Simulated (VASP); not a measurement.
Runs of VASP 6.6.1 on Ir. The structure is that of space group Fm-3m (No. 225), or close to it. The cells are those of the table. 

```tsv
task	level	cell	k mesh	cutoff (eV)	smearing	gap on the mesh (eV)	pressure (GPa)
single point	PBE	a = 2.745 Å, angles 60.0°, 1 atom	12 × 12 × 12	520	fermi-dirac 0.05 eV	none	(a)
single point	PBE	a = 2.709 Å, angles 60.0°, 1 atom	12 × 12 × 12	520	gaussian 0.025 eV	none	11.8
single point	PBEsol+D4	a = 2.695 Å, angles 60.0°, 1 atom	12 × 12 × 12	520	fermi-dirac 0.05 eV	none	1.1
single point	PBE	a = 2.736 Å, angles 60.0°, 1 atom	12 × 12 × 12	520	fermi-dirac 0.05 eV	none	0.4
single point	PBEsol+D3(BJ)	a = 2.688 Å, angles 60.0°, 1 atom	12 × 12 × 12	520	fermi-dirac 0.05 eV	none	(b)
relaxation of cell and atoms	revPBE+D3(BJ)	relaxed from a = 2.709 Å, angles 60.0°, 1 atom	12 × 12 × 12	600	fermi-dirac 0.05 eV	none	0.0
single point	PBE	a = 2.709, b = 2.696, c = 2.696 Å, angles 60.3, 59.8, 59.8°, 1 atom	12 × 12 × 12	520	fermi-dirac 0.05 eV	none	16.1
single point	PBE	a = 2.709 Å, angles 60.0°, 1 atom	7 × 7 × 7	520	fermi-dirac 0.03 eV	none	10.9
```

Alike in all rows: potentials or basis VASP PAW PBE potentials, release 64 (Ir); no spin polarisation.

Fill in the values left out.

(a) -2.8; (b) 1.2.

Caveats: some runs use coarse meshes; spin-orbit coupling is left out, which moves the levels of the heavy elements; the PAW data sets were made with another functional, which shifts forces and pressure a little (some runs); pairwise dispersion overbinds metals, which lowers pressure and volume (some runs).

A k mesh can miss the band edges, and the runs leave out spin-orbit coupling on Ir.

A gap of «none» marks levels without a gap at the run's occupations.
